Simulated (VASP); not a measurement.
Write the native input for VASP 6.6.1 that does the following.

* Task: single point
* Functional: LDA
* Potentials or basis: VASP PAW LDA potentials, release 64 (Ti_sv)
* Cutoff: 520 eV
* k mesh: 7 × 7 × 10
* Occupations: fermi-dirac, width 0.15 eV
* Spin: no spin polarisation
* Dipole correction: no
* Further INCAR settings: ALGO = Normal; EDIFF = 1e-06; NBANDS = 25

The structure of Ti lies in POSCAR:

```
Ti
1.0
    4.6605332576      0.0000000000      0.0000000000
   -2.3302666288      4.0361403407      0.0000000000
    0.0000000000      0.0000000000      2.8571095188
Ti
3
Direct
    0.0000000000      0.0000000000      0.0000000000
    0.3333333333      0.6666666667      0.5000000000
    0.6666666667      0.3333333333      0.5000000000
```

This isn't the form of Ti at room conditions, which is hcp.

One way to write it, as run:

INCAR

```
ALGO     = Normal         # electronic algorithm
EDIFF    = 1E-6           # SCF threshold, eV
ENCUT    = 520            # plane-wave cutoff, eV
ISIF     = 2              # what is computed and relaxed
ISMEAR   = -1             # smearing method
LASPH    = T              # aspherical terms in the spheres
LCHARG   = F              # write CHGCAR
LREAL    = F              # projectors in reciprocal space
LWAVE    = F              # write WAVECAR
NBANDS   = 25             # bands
NELM     = 100            # most SCF steps
PREC     = Accurate       # precision mode
SIGMA    = 0.15           # smearing width, eV
```

KPOINTS

```
k-points
0
Gamma
  7 7 10
```

Potentials or basis: VASP PAW LDA potentials, release 64 (Ti_sv).

Launch:

```console
$ cat potpaw_LDA.64/Ti_sv/POTCAR > POTCAR
$ mpirun -np 1 vasp_std > vasp.out
```

Results of the run:

| Item | Value |
| --- | --- |
| Pressure | -12.1 GPa |
| Band gap on the k mesh | zero (bands 18 and 19 overlap by 0.24 eV) |

Caveat: the cell stands under tension.

It took 2.1 min on 1 thread of AMD EPYC 7R43 64-Core Processor (Zen 3) (shared host), peak memory 0.14 GiB.
